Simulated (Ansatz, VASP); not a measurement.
**Two plane-wave programs on BaS**

```
CELL_PARAMETERS angstrom
0.00000 3.20436 3.20436
3.20436 0.00000 3.20436
3.20436 3.20436 0.00000
ATOMIC_POSITIONS crystal
Ba 0.00000 0.00000 0.00000
S 0.50000 0.50000 0.50000
```

Alike in both runs: task single point; functional PBE; dispersion D4; k mesh 6 × 6 × 6; no spin polarisation.

|  | VASP | Ansatz |
| --- | --- | --- |
| version | VASP 6.6.1 | Ansatz 0.2.0 |
| potentials or method | VASP PAW PBE potentials, release 64 (Ba_sv, S), cutoff 500 eV | plane waves, PAW |
| occupations | gaussian, width 0.01 eV | fixed |
| valence electrons in the cell | 16 | 16 |

```csv
,VASP,Ansatz,Ansatz less VASP
gap on the k mesh at the Fermi level (eV),2.12,2.22,+0.097
```

Neither program's run includes spin-orbit coupling.
